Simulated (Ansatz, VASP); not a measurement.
# One calculation of BP, two programs

```
B P
1.0
     0.00000    2.15542    2.15542
     2.15542    0.00000    2.15542
     2.15542    2.15542    0.00000
B P
1 1
Direct
  0.00000 0.00000 0.00000
  0.50000 0.50000 0.50000
```

Alike in both runs: task single point; functional PBE; k mesh 10 × 10 × 10; occupations fermi-dirac, width 0.02 eV; no spin polarisation.

|  | VASP | Ansatz |
| --- | --- | --- |
| version | VASP 6.6.1 | Ansatz 0.2.0 |
| potentials or method | VASP PAW PBE potentials, release 64 (B, P) | plane waves, PAW |
| plane-wave cutoff (eV) | 520 | 420 |
| valence electrons in the cell | 8 | 8 |

Ansatz gave:

| Item | Value |
| --- | --- |
| pressure (GPa) | 0.2 |

Question: Which values does VASP return?

Answer: Pressure (GPa): 0.0.

The functional is the same, so the differences come from potentials, cutoffs and numerics.
